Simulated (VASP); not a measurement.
Input of a VASP 6.6.1 run:

Contents of INCAR:

```
ALGO = Normal ; DIPOL = 0.5 0.5 0.499
EDIFF = 1E-7 ; ENCUT = 520
GGA = PS ; IDIPOL = 3
ISIF = 2 ; ISMEAR = 0
LASPH = True ; LCHARG = False
LDIPOL = True ; LREAL = False
LWAVE = False ; NBANDS = 35
NELM = 60 ; PREC = Accurate
SIGMA = 0.1
```

KPOINTS

```
k-points
0
Gamma
  12 12 1
```

POSCAR

```
Ti4O
1.0
    2.8679135954      0.0000000000      0.0000000000
   -1.4339567977      2.4836860295      0.0000000000
    0.0000000000      0.0000000000     26.0249249352
Ti O
4 1
Direct
    0.6666666667      0.3333333333      0.3266099719
    0.3333333333      0.6666666667      0.4165868556
    0.0000000000      0.0000000000      0.5080269110
    0.6666666667      0.3333333333      0.5921085072
    0.6666666667      0.3333333333      0.6534541844
```

Potentials or basis: VASP PAW PBE potentials, release 64 (Ti_sv, O).

Command:

```sh
$ cat potpaw_PBE.64/Ti_sv/POTCAR potpaw_PBE.64/O/POTCAR > POTCAR
$ mpirun -np 1 vasp_std > vasp.out
```

Task: What does it give for the largest force?

Result: 0.959 eV/Å.

Task: Predict the band gap on the k mesh.

Result: Zero (bands 27 and 28 overlap by 0.62 eV).

Forces in eV/Å, atoms in the order of the input:
```
Ti   0.000  0.000  0.514
Ti   0.000  0.000 -0.414
Ti   0.000  0.000 -0.959
Ti   0.000  0.000  0.385
O    0.000  0.000  0.475
```

Caveat: the PAW data sets were made with another functional, which shifts forces and pressure a little.
